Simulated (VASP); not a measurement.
A run of VASP 6.6.1:

The input POSCAR:

```
InP
1.0
    4.1443530000      0.0000000000      0.0000000000
    2.0721765000      3.5891149803      0.0000000000
    2.0721765000      1.1963716601      3.3838500547
In P
1 1
Direct
    0.0000000000      0.0000000000      0.0000000000
    0.2500000000      0.2500000000      0.2500000000
```

INCAR.step1

```
SYSTEM = InP
PREC     = Accurate       ! precision mode
ENCUT    = 600            ! plane-wave cutoff, eV
ISMEAR   = -1             ! smearing method
SIGMA    = 0.15           ! smearing width, eV
LREAL    = .FALSE.        ! projectors in reciprocal space
LASPH    = .TRUE.         ! aspherical terms in the spheres
NELM     = 60             ! most SCF steps
GGA      = PE             ! functional
ALGO     = Normal         ! electronic algorithm
EDIFF    = 1E-4           ! SCF threshold, eV
LWAVE    = .TRUE.         ! write WAVECAR
LCHARG   = .FALSE.        ! write CHGCAR
```

Contents of INCAR.step2:

```
SYSTEM = InP
PREC     = Accurate       ! precision mode
ENCUT    = 600            ! plane-wave cutoff, eV
EDIFF    = 1E-7           ! SCF threshold, eV
ISMEAR   = -1             ! smearing method
SIGMA    = 0.15           ! smearing width, eV
LREAL    = .FALSE.        ! projectors in reciprocal space
LASPH    = .TRUE.         ! aspherical terms in the spheres
NELM     = 60             ! most SCF steps
ALGO     = Normal         ! electronic algorithm
ISIF     = 3              ! what is computed and relaxed
LWAVE    = .FALSE.        ! write WAVECAR
LCHARG   = .FALSE.        ! write CHGCAR
METAGGA  = R2SCAN         ! meta-GGA
LMIXTAU  = .TRUE.       
IVDW     = 13             ! dispersion correction
VDW_S6   = 1.0          
VDW_S8   = 0.6018749    
VDW_A1   = 0.51559235   
VDW_A2   = 5.77342911   
IBRION   = 2              ! ionic algorithm
NSW      = 80             ! ionic steps
EDIFFG   = -0.001         ! ionic threshold
PSTRESS  = 20.0         
ISTART   = 1
```

The input KPOINTS:

```
regular mesh
0
G
  6 6 6
  0 0 0
```

Potentials or basis: VASP PAW PBE potentials, release 64 (In_d, P).

Launch:

```sh
$ cat potpaw_PBE.64/In_d/POTCAR potpaw_PBE.64/P/POTCAR > POTCAR
$ cp INCAR.step1 INCAR
$ mpirun -np 1 vasp_std > vasp.out
$ cp INCAR.step2 INCAR
$ mpirun -np 1 vasp_std > vasp.out
```

Hardware: 1 thread of Intel(R) Xeon(R) 6975P-C (Granite Rapids), on a shared host.

Estimate the wall time of this run.

Wall time 2.7 min on 1 thread of Intel(R) Xeon(R) 6975P-C (Granite Rapids), with other jobs on the host, peak memory 0.24 GiB. Counts: k points 16, ion steps 15.
